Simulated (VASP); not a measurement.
# KF (Carobbiite) in VASP: a series of runs, part 2 of 2

VASP 6.6.1.

### 4 Single point, PBE

Contents of INCAR:

```
PREC     = Accurate       # precision mode
ENCUT    = 520            # plane-wave cutoff, eV
EDIFF    = 1E-6           # SCF threshold, eV
ISMEAR   = -1             # smearing method
SIGMA    = 0.02           # smearing width, eV
LREAL    = False          # projectors in reciprocal space
LASPH    = True           # aspherical terms in the spheres
NELM     = 100            # most SCF steps
ALGO     = Normal         # electronic algorithm
ISIF     = 2              # what is computed and relaxed
LWAVE    = False          # write WAVECAR
LCHARG   = True           # write CHGCAR
GGA      = PE             # functional
LELF     = True           # ELF
LVHAR    = True         
NBANDS   = 15             # bands
```

Contents of KPOINTS:

```
Automatic mesh
0
Gamma
  7 7 7
```

Contents of POSCAR:

```
KF
1.0
    0.0000000000      2.6718500000      2.6718500000
    2.6718500000      0.0000000000      2.6718500000
    2.6718500000      2.6718500000      0.0000000000
K F
1 1
Direct
    0.2077107622      0.0827000019      0.0827000019
    0.5422894249      0.4172999981      0.4172999981
```

Potentials or basis: VASP PAW PBE potentials, release 64 (K_sv, F).

Command:

```bash
> cat potpaw_PBE.64/K_sv/POTCAR potpaw_PBE.64/F/POTCAR > POTCAR
> mpirun -np 1 vasp_std > vasp.out
```

OUTCAR:

```text
PREC = Accurate
   ENCUT = 520
   EDIFF = 1E-6
   ISMEAR = -1
   LREAL = False
   LASPH = True
   NELM = 100
   ISIF = 2
   GGA = PE

 ion  position               nearest neighbor table
   1  0.208  0.083  0.083-   2 2.18   2 2.18   2 2.18
   2  0.542  0.417  0.417-   1 2.18   1 2.18   1 2.18

  LATTYP: Found a face centered cubic cell.
 ALAT       =     5.3437000000

  Lattice vectors:

 A1 = (   0.0000000000,   2.6718500000,   2.6718500000)
[... 616 lines left out ...]

------------------------ aborting loop because EDIFF is reached ----------------------------------------

  FORCE on cell =-STRESS in cart. coord.  units (eV):
  Direction    XX          YY          ZZ          XY          YZ          ZX
  --------------------------------------------------------------------------------------
  -------------------------------------------------------------------------------------
  Total        4.5243595      4.5251463      4.5251463     -2.2805859     -2.2813203     -2.2805859
  in kB      190.0209442    190.0539892    190.0539892    -95.7835213    -95.8143658    -95.7835215
  external PRESSURE =     190.0429742 kB  Pullay stress =       0.0000000 kB

 VOLUME and BASIS-vectors are now :
 -----------------------------------------------------------------------------
  energy-cutoff  :      520.00
  volume of cell :       38.15
      direct lattice vectors                 reciprocal lattice vectors
     0.000000000  2.671850000  2.671850000    -0.187136254  0.187136254  0.187136254
     2.671850000  0.000000000  2.671850000     0.187136254 -0.187136254  0.187136254
     2.671850000  2.671850000  0.000000000     0.187136254  0.187136254 -0.187136254

 POSITION                                       TOTAL-FORCE (eV/Angst)
 -----------------------------------------------------------------------------------
      0.44192      0.77593      0.77593        -0.001034     -0.001765     -0.001765
      2.22993      2.56388      2.56388         0.001034      0.001765      0.001765
 -----------------------------------------------------------------------------------
    total drift:                               -0.000024     -0.000023     -0.000023

  FREE ENERGIE OF THE ION-ELECTRON SYSTEM (eV)
  ---------------------------------------------------
  free  energy   TOTEN  =        -7.1675406666 eV

  energy  without entropy=       -7.1675406666  energy(sigma->0) =       -7.16754067
```

OSZICAR:

```text
N       E                     dE             d eps       ncg     rms          rms(c)
DAV:   1     0.113375115340E+03    0.11338E+03   -0.82036E+03  3008   0.101E+03
DAV:   2    -0.305181383731E+01   -0.11643E+03   -0.10798E+03  3836   0.290E+02
DAV:   3    -0.857351663748E+01   -0.55217E+01   -0.54983E+01  4778   0.552E+01
DAV:   4    -0.874270135780E+01   -0.16918E+00   -0.16915E+00  3694   0.674E+00
DAV:   5    -0.874395914991E+01   -0.12578E-02   -0.12578E-02  4152   0.624E-01    0.942E+00
DAV:   6    -0.718221222988E+01    0.15617E+01   -0.44117E+00  3231   0.215E+01    0.767E+00
DAV:   7    -0.716217241944E+01    0.20040E-01   -0.16282E-01  3479   0.322E+00    0.442E+00
DAV:   8    -0.716454318822E+01   -0.23708E-02   -0.61807E-02  3469   0.247E+00    0.286E-01
DAV:   9    -0.716670374999E+01   -0.21606E-02   -0.95361E-03  3878   0.788E-01    0.155E-01
DAV:  10    -0.716755464885E+01   -0.85090E-03   -0.21187E-03  3175   0.432E-01    0.492E-02
DAV:  11    -0.716754917470E+01    0.54741E-05   -0.35144E-04  4099   0.162E-01    0.281E-02
DAV:  12    -0.716754015808E+01    0.90166E-05   -0.58016E-05  3385   0.778E-02    0.477E-03
DAV:  13    -0.716754066656E+01   -0.50848E-06   -0.20055E-06  3894   0.144E-02
   1 F= -.71675407E+01 E0= -.71675407E+01  d E =-.275710E-11
```

It took 46 s on 1 thread of Intel Xeon Platinum 8259CL at 2.50GHz (Skylake/Cascade Lake), shared host; peak memory 0.19 GiB.

What came out:

```
Free energy            : -7.1675 eV
Pressure               : 19.0 GPa
Band gap on the k mesh : 5.16 eV, indirect (least direct gap 5.84 eV)
```

Forces in eV/Å, atoms in the order of the input:
```
K   -0.001 -0.002 -0.002
F    0.001  0.002  0.002
```

Stress tensor (GPa, compression positive):
```
19.00 -9.58 -9.58
-9.58 19.01 -9.58
-9.58 -9.58 19.01
```

A k mesh can miss the band edges.

### 5 Single point, PBE

Contents of INCAR:

```
SYSTEM = KF
ALGO = Normal
EDIFF = 1E-6
ENCUT = 520
GGA = PE
ISIF = 2
ISMEAR = -1
LASPH = .TRUE.
LCHARG = .FALSE.
LREAL = .FALSE.
LWAVE = .FALSE.
NBANDS = 15
NELM = 80
PREC = Accurate
SIGMA = 0.02
```

Contents of KPOINTS:

```
k-points
0
G
  7 7 7
  0 0 0
```

Contents of POSCAR:

```
KF
1.0
    0.0000000000      2.6718500000      2.6718500000
    2.6718500000      0.0000000000      2.6718500000
    2.6718500000      2.6718500000      0.0000000000
K F
1 1
Direct
    0.7080354436      0.0566639220      0.0566639220
    0.5419647435      0.4433360780      0.4433360780
```

Potentials or basis: VASP PAW PBE potentials, release 64 (K_sv, F).

Command:

```bash
> cat potpaw_PBE.64/K_sv/POTCAR potpaw_PBE.64/F/POTCAR > POTCAR
> mpirun -np 1 vasp_std > vasp.out
```

OUTCAR:

```text
SYSTEM = KF
   EDIFF = 1E-6
   ENCUT = 520
   GGA = PE
   ISIF = 2
   ISMEAR = -1
   LASPH = .TRUE.
   LREAL = .FALSE.
   NELM = 80
   PREC = Accurate

 ion  position               nearest neighbor table
   1  0.708  0.057  0.057-   2 2.23   2 2.25   2 2.25
   2  0.542  0.443  0.443-   1 2.23   1 2.25   1 2.25

  LATTYP: Found a face centered cubic cell.
 ALAT       =     5.3437000000

  Lattice vectors:

 A1 = (   0.0000000000,   2.6718500000,   2.6718500000)
 A2 = (   2.6718500000,   0.0000000000,   2.6718500000)
 A3 = (   2.6718500000,   2.6718500000,   0.0000000000)

Analysis of symmetry for initial positions (statically):
=====================================================================
 Subroutine PRICEL returns:
 Original cell was already a primitive cell.

 Routine SETGRP: Setting up the symmetry group for a
 face centered cubic supercell.

 Subroutine GETGRP returns: Found  2 space group operations
 (whereof  2 operations were pure point group operations)
 out of a pool of 48 trial point group operations.

The static configuration has the point symmetry C_1h.

Analysis of symmetry for dynamics (positions and initial velocities):
[... 174 lines left out ...]
      8      -3.0948      2.00000
      9       2.9718      0.00000
     10       8.5479      0.00000
     11       8.5781      0.00000
     12       9.2508      0.00000
     13      11.3083      0.00000
     14      11.3284      0.00000
[... 401 lines left out ...]
      2     -21.9336      2.00000
      3     -12.1616      2.00000
      4     -12.0267      2.00000
      5     -11.6648      2.00000
      6      -3.5457      2.00000
      7      -3.0673      2.00000
      8      -2.8647      2.00000
      9       5.5431      0.00000
     10       6.8820      0.00000
     11       8.1079      0.00000
     12      10.8281      0.00000
     13      11.2548      0.00000
     14      11.9307      0.00000
     15      14.0131      0.00000

 [... further k-points ...]

------------------------ aborting loop because EDIFF is reached ----------------------------------------

  FORCE on cell =-STRESS in cart. coord.  units (eV):
  Direction    XX          YY          ZZ          XY          YZ          ZX
  --------------------------------------------------------------------------------------
  -------------------------------------------------------------------------------------
  Total        3.4405746      3.1894531      3.1894531      1.4545326     -1.3465587      1.4545326
  in kB      144.5024972    133.9555128    133.9555128     61.0896775    -56.5548250     61.0896775
  external PRESSURE =     137.4711743 kB  Pullay stress =       0.0000000 kB

 VOLUME and BASIS-vectors are now :
 -----------------------------------------------------------------------------
  energy-cutoff  :      520.00
  volume of cell :       38.15
      direct lattice vectors                 reciprocal lattice vectors
     0.000000000  2.671850000  2.671850000    -0.187136254  0.187136254  0.187136254
     2.671850000  0.000000000  2.671850000     0.187136254 -0.187136254  0.187136254
     2.671850000  2.671850000  0.000000000     0.187136254  0.187136254 -0.187136254

 POSITION                                       TOTAL-FORCE (eV/Angst)
 -----------------------------------------------------------------------------------
      0.30279      2.04316      2.04316        -0.763392      0.611967      0.611967
      2.36906      2.63258      2.63258         0.763392     -0.611967     -0.611967
 -----------------------------------------------------------------------------------
    total drift:                               -0.000034      0.000093      0.000093

  FREE ENERGIE OF THE ION-ELECTRON SYSTEM (eV)
  ---------------------------------------------------
  free  energy   TOTEN  =        -7.5082267972 eV

  energy  without entropy=       -7.5082267972  energy(sigma->0) =       -7.50822680
```

Run time: 46 s. Hardware: 1 thread of Intel Xeon Platinum 8259CL at 2.50GHz (Skylake/Cascade Lake), shared host; peak memory 0.19 GiB.

What came out:

* Free energy: -7.5082 eV
* Pressure: 13.7 GPa
* Largest force: 1.154 eV/Å
* Band gap on the k mesh: 5.71 eV, indirect (least direct gap 6.07 eV)

Forces in eV/Å, atoms in the order of the input:
```
K   -0.763  0.612  0.612
F    0.763 -0.612 -0.612
```

Levels at points of the mesh, in eV from the valence-band top:
```csv
k point,band 4,band 5,band 6,band 7,band 8,band 9,band 10,band 11,band 12,band 13
"(0.00, 0.00, 0.00)",-9.13,-9.09,-0.48,-0.45,-0.36,5.71,11.28,11.31,11.99,14.04
```

Caveat: forces of over 1 eV/Å act on the atoms, so gaps and moduli don't describe the material at rest.
